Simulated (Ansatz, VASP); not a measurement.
MgS in VASP and in Ansatz

File INCAR:

```
SYSTEM = MgS
ALGO = Normal
EDIFF = 1E-6
ENCUT = 520
GGA = PE
ISIF = 2
ISMEAR = 0
LASPH = .TRUE.
LCHARG = .TRUE.
LELF = .TRUE.
LREAL = .FALSE.
LVHAR = .TRUE.
LWAVE = .FALSE.
NBANDS = 11
NELM = 60
PREC = Accurate
SIGMA = 0.05
```

The input KPOINTS:

```
k-points
0
G
  8 8 8
  0 0 0
```

POSCAR

```
MgS
1.0
   -0.1243830882      2.5409688015      2.5409688015
    2.5409688015     -0.1243830882      2.5409688015
    2.5409688015      2.5409688015     -0.1243830882
Mg S
1 1
Direct
    0.0000000000      0.0000000000      0.0000000000
    0.5000000000      0.5000000000      0.5000000000
```

Input for Ansatz:

```yaml
crystal:
  lattice:
    - [-0.1243830882, 2.5409688015, 2.5409688015]
    - [2.5409688015, -0.1243830882, 2.5409688015]
    - [2.5409688015, 2.5409688015, -0.1243830882]
  atoms:
    - { symbol: Mg, position: [0.0, 0.0, 0.0] }
    - { symbol: S, position: [0.5, 0.5, 0.5] }
basis:
  ecutwfc: 420
kpoints:
  mp_grid: { grid: [8, 8, 8] }
hamiltonian:
  xc: pbe
scf:
  occupations: { method: gaussian, width: 0.05 }
output:
  forces: true
  stress: true
  eigenvalues: true
```

Alike in both runs: task single point; functional PBE; k mesh 8 × 8 × 8; occupations gaussian, width 0.05 eV; no spin polarisation.

|  | VASP | Ansatz |
| --- | --- | --- |
| version | VASP 6.6.1 | Ansatz 0.2.0 |
| potentials or method | VASP PAW PBE potentials, release 64 (Mg, S), cutoff 520 eV | scalar-relativistic, plane waves, PAW |
| valence electrons in the cell | 8 | 16 |

Ansatz gave:

| Property | Result |
| --- | --- |
| gap on the k mesh at the Fermi level (eV) | 2.30 |
| least direct gap on the mesh (eV) | 3.22 |
| pressure (GPa) | 1.2 |
| traceless stress, the component that is largest in VASP (GPa) | 2.42 |

Which values does VASP return?

gap on the k mesh at the Fermi level (eV): 2.29; least direct gap on the mesh (eV): 3.20; pressure (GPa): 0.9; traceless stress, the component that is largest in VASP (GPa): 2.43.

The functional is the same, so the differences come from potentials, cutoffs and numerics. VASP's potentials hold 8 valence electrons a cell and Ansatz's 16, so a difference there can come from the potentials and not from the codes.
